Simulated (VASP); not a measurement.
## MgO: single point with PBE

Crystal: MgO.

```
Mg O
1.0
     3.30779    0.00000    0.00000
    -1.65389    2.86463    0.00000
     0.00000    0.00000    4.98288
Mg O
2 2
Direct
  0.36277 0.72886 0.93595
  0.66667 0.33333 0.50216
  0.33333 0.66667 0.40244
  0.66667 0.33333 0.90244
```

This cell differs from its parent crystal: one atom moved.

```json
{"Program": "VASP 6.6.1", "Task": "single point", "Functional": "PBE", "Potentials or basis": "VASP PAW PBE potentials, release 64 (Mg, O)", "Cutoff": "520 eV", "k mesh": "9 × 9 × 6", "Occupations": "gaussian, width 0.02 eV", "Spin": "no spin polarisation", "Dipole correction": "no", "Further INCAR settings": "ALGO = Normal; EDIFF = 1e-07; NBANDS = 16"}
```

```
Pressure               : 7.1 GPa
Largest force          : 4.419 eV/Å
Band gap on the k mesh : 3.16 eV
```

Forces on the atoms (eV/Å):
```
Mg   0.036 -3.882  2.111
Mg  -0.003  0.181 -1.600
O   -0.006  0.180  0.412
O   -0.028  3.521 -0.923
```

Stress tensor (GPa, compression positive):
```
 1.95  0.21  0.02
 0.21 21.98 -2.64
 0.02 -2.64 -2.72
```

Levels at points of the mesh, in eV from the valence-band top:
| k point | band 4 | band 5 | band 6 | band 7 | band 8 | band 9 | band 10 | band 11 | band 12 | band 13 |
| --- | --- | --- | --- | --- | --- | --- | --- | --- | --- | --- |
| (0.00, 0.00, 0.00) | -1.52 | -1.30 | -0.39 | -0.37 | 0.00 | 3.16 | 8.58 | 10.12 | 13.73 | 13.85 |
| (0.00, 0.00, 0.50) | -1.92 | -1.47 | -1.27 | -0.42 | -0.41 | 5.43 | 6.29 | 12.46 | 13.40 | 13.78 |

Wall time 4.6 min on 1 thread of Intel Xeon 8259CL, with other jobs on the host, peak memory 0.31 GiB.

Caveat: the cell differs from its parent crystal (one atom moved); the stress differs along the axes, from -3 to 22 GPa; forces of over 1 eV/Å act on the atoms, so gaps and moduli don't describe the material at rest. A k mesh can miss the band edges.
